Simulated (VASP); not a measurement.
# InSb (Fmmm) in VASP: single point with PBEsol

Aim: the single point of InSb with PBEsol.

Everything below comes from runs of VASP 6.6.1. Logs are shortened: lines on timing, memory, paths and dates and some standing lists are left out, and cuts for length are marked.

### 1 The cell of the first run

The structure is orthorhombic, space group Fmmm (No. 69). Conventional cell: a = 5.132 Å, b = 6.268 Å, c = 6.712 Å, α = 90.00°, β = 90.00°, γ = 90.00°. Within 3.4 Å of In (site symmetry mmm) lie 6 Sb at 2.57 to 3.36 Å. Sb (site symmetry mmm) has 6 In at 2.57 to 3.36 Å within 3.4 Å.

### 2 Single point, PBEsol

INCAR reads:

```
SYSTEM = InSb
PREC = Accurate ; ENCUT = 520
EDIFF = 1E-6 ; ISMEAR = 0
SIGMA = 0.15 ; LREAL = .False.
LASPH = .True. ; NELM = 60
ALGO = Normal ; ISIF = 2
LWAVE = .False. ; LCHARG = .False.
GGA = PS ; NBANDS = 16
```

KPOINTS reads:

```
Automatic mesh
0
Gamma
  14 14 14
  0 0 0
```

POSCAR reads:

```
InSb
1.0
    0.0000000000      3.3557860497      2.5658164453
    3.1342202531      0.0000000000      2.5658164453
    3.1342202531      3.3557860497      0.0000000000
In Sb
1 1
Direct
    0.0000000000      0.0000000000      0.0000000000
    0.5000000000      0.5000000000      0.5000000000
```

Potentials or basis: VASP PAW PBE potentials, release 64 (In_d, Sb).

Run with:

```console
cat potpaw_PBE.64/In_d/POTCAR potpaw_PBE.64/Sb/POTCAR > POTCAR
mpirun -np 1 vasp_std > vasp.out
```

OUTCAR:

```text
SYSTEM = InSb
   PREC = Accurate
   ENCUT = 520
   EDIFF = 1E-6
   ISMEAR = 0
   LREAL = .False.
   LASPH = .True.
   NELM = 60
   ISIF = 2
   GGA = PS

 ion  position               nearest neighbor table
   1  0.000  0.000  0.000-   2 2.57   2 2.57   2 3.13   2 3.13   2 3.36   2 3.36
   2  0.500  0.500  0.500-   1 2.57   1 2.57   1 3.13   1 3.13   1 3.36   1 3.36

  LATTYP: Found a face centered orthorhombic cell.
 ALAT       =     5.1316328906
 B/A-ratio  =     1.2215294118
 C/A-ratio  =     1.3078823529

  Lattice vectors:

 A1 = (   3.1342202531,   3.3557860497,   0.0000000000)
 A2 = (   0.0000000000,   3.3557860497,   2.5658164453)
 A3 = (   3.1342202531,   0.0000000000,   2.5658164453)

Analysis of symmetry for initial positions (statically):
=====================================================================
 Subroutine PRICEL returns:
 Original cell was already a primitive cell.

 Routine SETGRP: Setting up the symmetry group for a
 face centered orthorhombic supercell.

 Subroutine GETGRP returns: Found  8 space group operations
 (whereof  8 operations were pure point group operations)
 out of a pool of  8 trial point group operations.

The static configuration has the point symmetry D_2h.

Analysis of symmetry for dynamics (positions and initial velocities):
=====================================================================
 Subroutine PRICEL returns:
 Original cell was already a primitive cell.

 Routine SETGRP: Setting up the symmetry group for a
 face centered orthorhombic supercell.

 Subroutine GETGRP returns: Found  8 space group operations
 (whereof  8 operations were pure point group operations)
 out of a pool of  8 trial point group operations.

The dynamic configuration has the point symmetry D_2h.

 Subroutine INISYM returns: Found  8 space group operations
 (whereof  8 operations are pure point group operations),
 and found     1 'primitive' translations

----------------------------------------------------------------------------------------

                                     Primitive cell

  volume of cell :      53.9733

  direct lattice vectors                    reciprocal lattice vectors
     0.000000000  3.355786050  2.565816445    -0.159529312  0.148996388  0.194869746
     3.134220253  0.000000000  2.565816445     0.159529312 -0.148996388  0.194869746
     3.134220253  3.355786050  0.000000000     0.159529312  0.148996388 -0.194869746

  length of vectors
     4.224300420  4.050524735  4.591801020     0.292615350  0.292615350  0.292615350

  position of ions in fractional coordinates (direct lattice)
     0.000000000  0.000000000  0.000000000
     0.500000000  0.500000000  0.500000000

  ion indices of the primitive-cell ions
   primitive index   ion index
                 1           1
                 2           2

----------------------------------------------------------------------------------------

 KPOINTS: Automatic mesh

Automatic generation of k-mesh.
 Grid dimensions read from file:
 generate k-points for:   14   14   14

 Generating k-lattice:

  Cartesian coordinates                     Fractional coordinates (reciprocal lattice)
    -0.011394951  0.010642599  0.013919268     0.071428571 -0.000000000  0.000000000
     0.011394951 -0.010642599  0.013919268    -0.000000000  0.071428571  0.000000000
     0.011394951  0.010642599 -0.013919268     0.000000000  0.000000000  0.071428571

  Length of vectors
     0.020901096  0.020901096  0.020901096

  Shift w.r.t. Gamma in fractional coordinates (k-lattice)
     0.000000000  0.000000000  0.000000000

 Subroutine IBZKPT returns following result:
 ===========================================

 Found    428 irreducible k-points:

 Following reciprocal coordinates:
            Coordinates               Weight
  0.000000  0.000000  0.000000      1.000000
  0.071429  0.000000  0.000000      8.000000
  0.142857 -0.000000 -0.000000      8.000000
  0.214286  0.000000  0.000000      8.000000
  0.285714 -0.000000  0.000000      8.000000
  0.357143 -0.000000 -0.000000      8.000000
[... 16 lines left out ...]
  0.214286  0.142857  0.000000      8.000000
  0.285714  0.142857 -0.000000      8.000000
 [... further k-points ...]
   k-points           NKPTS =    428   k-points in BZ     NKDIM =    428   number of bands    NBANDS=     16
   number of dos      NEDOS =    301   number of ions     NIONS =      2
   total plane-waves  NPLWV =  34560
   dimension x,y,z NGX =    32 NGY =   30 NGZ =   36
   dimension x,y,z NGXF=    64 NGYF=   60 NGZF=   72
   ions per type =               1   1
   NGX,Y,Z   is equivalent  to a cutoff of  12.59, 12.31, 13.03 a.u.
   NGXF,Y,Z  is equivalent  to a cutoff of  25.19, 24.63, 26.07 a.u.
 SYSTEM =  InSb
   PREC   = accura    normal or accurate (medium, high low for compatibility)
   ISTART =      0    job   : 0-new  1-cont  2-samecut
   ICHARG =      2    charge: 1-file 2-atom 10-const
   ISPIN  =      1    spin polarized calculation?
   LNONCOLLINEAR =      F non collinear calculations
   LSORBIT =      F    spin-orbit coupling
   LASPH  =      T    aspherical Exc in radial PAW
   ENCUT  =  520.0 eV  38.22 Ry    6.18 a.u.   7.85  7.53  8.54*2*pi/ulx,y,z
   NELM   =     60;   NELMIN=  2; NELMDL= -5     # of ELM steps
   EDIFF  = 0.1E-05   stopping-criterion for ELM
   LREAL  =      F    real-space projection
   EDIFFG = 0.1E-04   stopping-criterion for IOM
   NSW    =      0    number of steps for IOM
   IBRION =     -1    ionic relax: 0-MD 1-quasi-New 2-CG
   NFREE  =      0    steps in history (QN), initial steepest desc. (CG)
   ISIF   =      2    stress and relaxation
   ISYM   =      2    0-nonsym 1-usesym 2-fastsym
   POTIM  = 0.5000    time-step for ionic-motion
   TEBEG  =    0.0;   TEEND  =   0.0 temperature during run
   PSTRESS=    0.0 pullay stress
   NELECT =      18.0000    total number of electrons
   NUPDOWN=      -1.0000    fix difference up-down
   EMIN   =  10.00;   EMAX   =-10.00  energy-range for DOS
   EFERMI =   0.00;   METHOD = LEGACY
   ISMEAR =     0;   SIGMA  =   0.15  broadening in eV -4-tet -1-fermi 0-gaus
   EFERMI_NEDOS =   21; number of points for ismear=-14 and -15
   IALGO  =     38    algorithm
   IMIX   =      4    mixing-type and parameters
     AMIX     =   0.40;   BMIX     =  1.00
     AMIX_MAG =   1.60;   BMIX_MAG =  1.00
  volume/ion in A,a.u.               =      26.99       182.12
  Fermi-wavevector in a.u.,A,eV,Ry     =   1.135288  2.145382 17.536248  1.288878
  Thomas-Fermi vector in A             =   2.271992
   LORBIT       =      0    0 simple, 1 ext, 2 COOP (PROOUT), +10 PAW based schemes
   GGA     = PS    functional components
   LHFCALC =     F    Hartree Fock is set to
   AEXX    =    0.0000 exact exchange contribution
   IVDW    =     0    specifies the selected vdW correction
   LEPSILON=     F    determine dielectric tensor
   LRPA    =     F    only Hartree local field effects (RPA)
 non-spin polarized calculation
 Gauss-broadening in eV      SIGMA  =   0.15
  energy-cutoff  :      520.00
  volume of cell :       53.97
 maximum number of plane-waves:      1476
   NGX = 15   NGY = 15   NGZ = 17

 number of electron      18.0000001 magnetization

 Free energy of the ion-electron system (eV)
  ---------------------------------------------------
  ext. energy  EPLUGINS =         0.00000000
  ---------------------------------------------------
  free energy    TOTEN  =        -6.62504409 eV

  energy without entropy =       -6.61152463  energy(sigma->0) =       -6.61828436

 E-fermi :   7.3024     XC(G=0): -10.1189

 val. band max:        7.2934548880   @ k =   0.4286   0.2143   0.1429
 cond. band min:       7.3050523553   @ k =   0.5000   0.2857   0.0714
 fundamental gap:      0.0115974673
 Fermi energy:         7.3024000390

 k-point     1 :       0.0000    0.0000    0.0000
  band No.  band energies     occupation
      1      -7.7101      2.00000
      2      -7.4370      2.00000
      3      -7.4157      2.00000
      4      -7.3305      2.00000
      5      -7.2723      2.00000
      6      -4.2034      2.00000
[... 8 lines left out ...]
     15      13.8459      0.00000
     16      14.7548      0.00000

 k-point     2 :       0.0714    0.0000    0.0000
  band No.  band energies     occupation
      1      -7.7092      2.00000
      2      -7.4358      2.00000
      3      -7.4156      2.00000
      4      -7.3301      2.00000
      5      -7.2727      2.00000
      6      -4.1514      2.00000
[... 8 lines left out ...]
     15      14.1720      0.00000
     16      14.3823      0.00000

 k-point     3 :       0.1429   -0.0000   -0.0000
  band No.  band energies     occupation
      1      -7.7073      2.00000
      2      -7.4332      2.00000
      3      -7.4156      2.00000
      4      -7.3282      2.00000
      5      -7.2736      2.00000
      6      -3.9951      2.00000
[... 8 lines left out ...]
     15      14.4782      0.00000
     16      14.9721      0.00000

 k-point     4 :       0.2143    0.0000    0.0000
  band No.  band energies     occupation
      1      -7.7057      2.00000
      2      -7.4306      2.00000
      3      -7.4163      2.00000
      4      -7.3234      2.00000
      5      -7.2749      2.00000
      6      -3.7357      2.00000
[... 8 lines left out ...]
     15      15.0475      0.00000
     16      15.9020      0.00000
[... 324 lines left out ...]
 k-point    22 :       0.1429    0.1429    0.0000
  band No.  band energies     occupation
      1      -7.6882      2.00000
      2      -7.4311      2.00000
      3      -7.4177      2.00000
      4      -7.3220      2.00000
      5      -7.2801      2.00000
      6      -3.8664      2.00000
[... 8 lines left out ...]
     15      14.7444      0.00000
     16      15.5534      0.00000

 k-point    23 :       0.2143    0.1429    0.0000
  band No.  band energies     occupation
      1      -7.6898      2.00000
      2      -7.4266      2.00000
      3      -7.4172      2.00000
      4      -7.3168      2.00000
      5      -7.2835      2.00000
      6      -3.6261      2.00000
[... 8 lines left out ...]
     15      14.7916      0.00000
     16      16.2235      0.00000

 k-point    24 :       0.2857    0.1429   -0.0000
  band No.  band energies     occupation
      1      -7.6993      2.00000
      2      -7.4223      2.00000
      3      -7.4161      2.00000
      4      -7.3095      2.00000
      5      -7.2859      2.00000
      6      -3.2735      2.00000
[... 8 lines left out ...]
     15      15.6090      0.00000
     16      16.9736      0.00000

 [... further k-points ...]

------------------------ aborting loop because EDIFF is reached ----------------------------------------

  FORCE on cell =-STRESS in cart. coord.  units (eV):
  Direction    XX          YY          ZZ          XY          YZ          ZX
  --------------------------------------------------------------------------------------
  -------------------------------------------------------------------------------------
  Total       -0.5863774     -1.5839612     12.0922984      0.0000000      0.0000000      0.0000000
  in kB      -17.4063791    -47.0192571    358.9550610      0.0000000      0.0000000      0.0000000
  external PRESSURE =      98.1764749 kB  Pullay stress =       0.0000000 kB

 VOLUME and BASIS-vectors are now :
 -----------------------------------------------------------------------------
  energy-cutoff  :      520.00
  volume of cell :       53.97
      direct lattice vectors                 reciprocal lattice vectors
     0.000000000  3.355786050  2.565816445    -0.159529312  0.148996388  0.194869746
     3.134220253  0.000000000  2.565816445     0.159529312 -0.148996388  0.194869746
     3.134220253  3.355786050  0.000000000     0.159529312  0.148996388 -0.194869746

 POSITION                                       TOTAL-FORCE (eV/Angst)
 -----------------------------------------------------------------------------------
      0.00000      0.00000      0.00000         0.000000      0.000000     -0.000000
      3.13422      3.35579      2.56582         0.000000      0.000000      0.000000
 -----------------------------------------------------------------------------------
    total drift:                                0.000000     -0.000000     -0.000000

  FREE ENERGIE OF THE ION-ELECTRON SYSTEM (eV)
  ---------------------------------------------------
  free  energy   TOTEN  =        -6.6250440944 eV

  energy  without entropy=       -6.6115246307  energy(sigma->0) =       -6.61828436
```

It took 4.5 min on 1 thread of Intel Xeon Platinum 8259CL at 2.50GHz (Skylake/Cascade Lake), shared host; peak memory 0.49 GiB.

What came out:

```
Free energy            : -6.6250 eV
Pressure               : 9.8 GPa
Band gap on the k mesh : zero (bands 9 and 10 overlap by 3.48 eV)
```

Caveat: the cell differs from its parent crystal (strain +e along x and -e along y -0.0367, strain +e along z and -e/2 along x and y -0.1500); the cell stands under pressure; the PAW data sets were made with another functional, which shifts forces and pressure a little; spin-orbit coupling is left out, which moves the levels of the heavy elements.
